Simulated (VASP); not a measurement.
# InP (F-43m) in VASP: notebook, part 2 of 2

VASP 6.6.1. Earlier steps stand in the parts before.

### Step 3. Single point, PBE

Contents of INCAR:

```
SYSTEM = InP
PREC     = Accurate       ! precision mode
ENCUT    = 520            ! plane-wave cutoff, eV
EDIFF    = 1E-7           ! SCF threshold, eV
ISMEAR   = 0              ! smearing method
SIGMA    = 0.01           ! smearing width, eV
LREAL    = .FALSE.        ! projectors in reciprocal space
LASPH    = .TRUE.         ! aspherical terms in the spheres
NELM     = 80             ! most SCF steps
ALGO     = Normal         ! electronic algorithm
ISIF     = 2              ! what is computed and relaxed
LWAVE    = .FALSE.        ! write WAVECAR
LCHARG   = .FALSE.        ! write CHGCAR
GGA      = PE             ! functional
NBANDS   = 16             ! bands
```

Contents of KPOINTS:

```
regular mesh
0
G
  4 4 4
  0 0 0
```

Contents of POSCAR:

```
InP
1.0
    0.0000000000      2.9538133482      2.9538133482
    2.9538133482      0.0000000000      2.9538133482
    2.9538133482      2.9538133482      0.0000000000
In P
1 1
Direct
    0.0000000000      0.0000000000      0.0000000000
    0.2500000000      0.2500000000      0.2500000000
```

Potentials or basis: VASP PAW PBE potentials, release 64 (In_d, P).

Launch:

```sh
cat potpaw_PBE.64/In_d/POTCAR potpaw_PBE.64/P/POTCAR > POTCAR
mpirun -np 1 vasp_std > vasp.out
```

OUTCAR:

```text
SYSTEM = InP
   PREC = Accurate
   ENCUT = 520
   EDIFF = 1E-7
   ISMEAR = 0
   LREAL = .FALSE.
   LASPH = .TRUE.
   NELM = 80
   ISIF = 2
   GGA = PE

 ion  position               nearest neighbor table
   1  0.000  0.000  0.000-   2 2.56   2 2.56   2 2.56   2 2.56
   2  0.250  0.250  0.250-   1 2.56   1 2.56   1 2.56   1 2.56

  LATTYP: Found a face centered cubic cell.
 ALAT       =     5.9076266964

  Lattice vectors:

 A1 = (   0.0000000000,   2.9538133482,   2.9538133482)
 A2 = (   2.9538133482,   0.0000000000,   2.9538133482)
 A3 = (   2.9538133482,   2.9538133482,   0.0000000000)

Analysis of symmetry for initial positions (statically):
=====================================================================
 Subroutine PRICEL returns:
 Original cell was already a primitive cell.

 Routine SETGRP: Setting up the symmetry group for a
 face centered cubic supercell.

 Subroutine GETGRP returns: Found 24 space group operations
 (whereof 24 operations were pure point group operations)
 out of a pool of 48 trial point group operations.

The static configuration has the point symmetry T_d .

Analysis of symmetry for dynamics (positions and initial velocities):
=====================================================================
 Subroutine PRICEL returns:
 Original cell was already a primitive cell.

 Routine SETGRP: Setting up the symmetry group for a
 face centered cubic supercell.

 Subroutine GETGRP returns: Found 24 space group operations
 (whereof 24 operations were pure point group operations)
 out of a pool of 48 trial point group operations.

The dynamic configuration has the point symmetry T_d .

 Subroutine INISYM returns: Found 24 space group operations
 (whereof 24 operations are pure point group operations),
 and found     1 'primitive' translations

----------------------------------------------------------------------------------------

[... 93 lines left out ...]
   IMIX   =      4    mixing-type and parameters
     AMIX     =   0.40;   BMIX     =  1.00
     AMIX_MAG =   1.60;   BMIX_MAG =  1.00
  volume/ion in A,a.u.               =      25.77       173.92
  Fermi-wavevector in a.u.,A,eV,Ry     =   1.152850  2.178570 18.082986  1.329062
  Thomas-Fermi vector in A             =   2.289498
   LORBIT       =      0    0 simple, 1 ext, 2 COOP (PROOUT), +10 PAW based schemes
   GGA     = PE    functional components
   LHFCALC =     F    Hartree Fock is set to
   AEXX    =    0.0000 exact exchange contribution
   IVDW    =     0    specifies the selected vdW correction
   LEPSILON=     F    determine dielectric tensor
   LRPA    =     F    only Hartree local field effects (RPA)
 non-spin polarized calculation
 Gauss-broadening in eV      SIGMA  =   0.01
  energy-cutoff  :      520.00
  volume of cell :       51.54
 maximum number of plane-waves:      1411
   NGX = 15   NGY = 15   NGZ = 15

 number of electron      18.0000009 magnetization

 Free energy of the ion-electron system (eV)
  ---------------------------------------------------
  ext. energy  EPLUGINS =         0.00000000
  ---------------------------------------------------
  free energy    TOTEN  =        -8.29201441 eV

  energy without entropy =       -8.29201441  energy(sigma->0) =       -8.29201441

 E-fermi :   5.0408     XC(G=0):  -9.1576

 val. band max:        4.9772336273   @ k =   0.0000   0.0000   0.0000
 cond. band min:       5.5452553644   @ k =   0.0000   0.0000   0.0000
 fundamental gap:      0.5680217371
 Fermi energy:         5.0407865791

 k-point     1 :       0.0000    0.0000    0.0000
  band No.  band energies     occupation
      1      -9.2128      2.00000
      2      -9.2128      2.00000
      3      -9.2128      2.00000
      4      -9.0744      2.00000
      5      -9.0744      2.00000
      6      -6.3850      2.00000
[... 129 lines left out ...]
      3      -9.1246      2.00000
      4      -9.0927      2.00000
      5      -9.0603      2.00000
      6      -4.0307      2.00000
[... 8 lines left out ...]
     15      16.1743      0.00000
     16      16.8871      0.00000

------------------------ aborting loop because EDIFF is reached ----------------------------------------

  FORCE on cell =-STRESS in cart. coord.  units (eV):
  Direction    XX          YY          ZZ          XY          YZ          ZX
  --------------------------------------------------------------------------------------
  -------------------------------------------------------------------------------------
  Total        0.5701007      0.5701007      0.5701007      0.0000000      0.0000000      0.0000000
  in kB       17.7207883     17.7207883     17.7207883      0.0000000      0.0000000      0.0000000
  external PRESSURE =      17.7207883 kB  Pullay stress =       0.0000000 kB

 VOLUME and BASIS-vectors are now :
 -----------------------------------------------------------------------------
  energy-cutoff  :      520.00
  volume of cell :       51.54
      direct lattice vectors                 reciprocal lattice vectors
     0.000000000  2.953813348  2.953813348    -0.169272713  0.169272713  0.169272713
     2.953813348  0.000000000  2.953813348     0.169272713 -0.169272713  0.169272713
     2.953813348  2.953813348  0.000000000     0.169272713  0.169272713 -0.169272713

 POSITION                                       TOTAL-FORCE (eV/Angst)
 -----------------------------------------------------------------------------------
      0.00000      0.00000      0.00000         0.000000     -0.000000     -0.000000
      1.47691      1.47691      1.47691        -0.000000      0.000000      0.000000
 -----------------------------------------------------------------------------------
    total drift:                               -0.000000     -0.000000     -0.000000

  FREE ENERGIE OF THE ION-ELECTRON SYSTEM (eV)
  ---------------------------------------------------
  free  energy   TOTEN  =        -8.2920144098 eV

  energy  without entropy=       -8.2920144098  energy(sigma->0) =       -8.29201441
```

OSZICAR:

```text
N       E                     dE             d eps       ncg     rms          rms(c)
DAV:   1     0.110568898549E+03    0.11057E+03   -0.84433E+03   256   0.124E+03
DAV:   2    -0.176599940689E+01   -0.11233E+03   -0.10764E+03   296   0.292E+02
DAV:   3    -0.855889807513E+01   -0.67929E+01   -0.67702E+01   344   0.720E+01
DAV:   4    -0.872776811245E+01   -0.16887E+00   -0.16882E+00   320   0.125E+01
DAV:   5    -0.873703588713E+01   -0.92678E-02   -0.92676E-02   408   0.238E+00    0.551E+00
DAV:   6    -0.832018010942E+01    0.41686E+00   -0.64760E-01   408   0.129E+01    0.331E+00
DAV:   7    -0.828967930550E+01    0.30501E-01   -0.16115E-01   368   0.315E+00    0.125E+00
DAV:   8    -0.829093631705E+01   -0.12570E-02   -0.16613E-02   320   0.149E+00    0.308E-01
DAV:   9    -0.829175611149E+01   -0.81979E-03   -0.14261E-03   312   0.394E-01    0.154E-01
DAV:  10    -0.829192868556E+01   -0.17257E-03   -0.24494E-04   360   0.205E-01    0.991E-02
DAV:  11    -0.829201529281E+01   -0.86607E-04   -0.14310E-04   280   0.109E-01    0.515E-02
DAV:  12    -0.829201366935E+01    0.16235E-05   -0.86900E-06   304   0.246E-02    0.130E-02
DAV:  13    -0.829201416645E+01   -0.49711E-06   -0.17979E-06   312   0.641E-03    0.946E-03
DAV:  14    -0.829201436765E+01   -0.20120E-06   -0.22629E-07   312   0.502E-03    0.180E-03
DAV:  15    -0.829201440980E+01   -0.42146E-07   -0.18407E-08   256   0.106E-03
   1 F= -.82920144E+01 E0= -.82920144E+01  d E =-.760719E-21
```

stdout:

```text
POSCAR found type information on POSCAR InP
 POSCAR found :  2 types and       2 ions
 scaLAPACK will be used
 LDA part: xc-table for (Slater+PW92), standard interpolation
 POSCAR, INCAR and KPOINTS ok, starting setup
 FFT: planning ... GRIDC
 FFT: planning ... GRID_SOFT
 FFT: planning ... GRID
 WAVECAR not read
 entering main loop
```

It took 8.3 s on 1 thread of Intel Xeon Platinum 8259CL at 2.50GHz (Skylake/Cascade Lake), shared host; peak memory 0.17 GiB.

Results:

```yaml
Free_energy: -8.2920 eV
Pressure: 1.8 GPa
Band_gap_on_the_k_mesh: 0.57 eV, direct
```

Caveat: the k points lie up to 0.46 Å⁻¹ apart; spin-orbit coupling is left out, which moves the levels of the heavy elements. As with any semilocal functional, this PBE gap is likely too small.
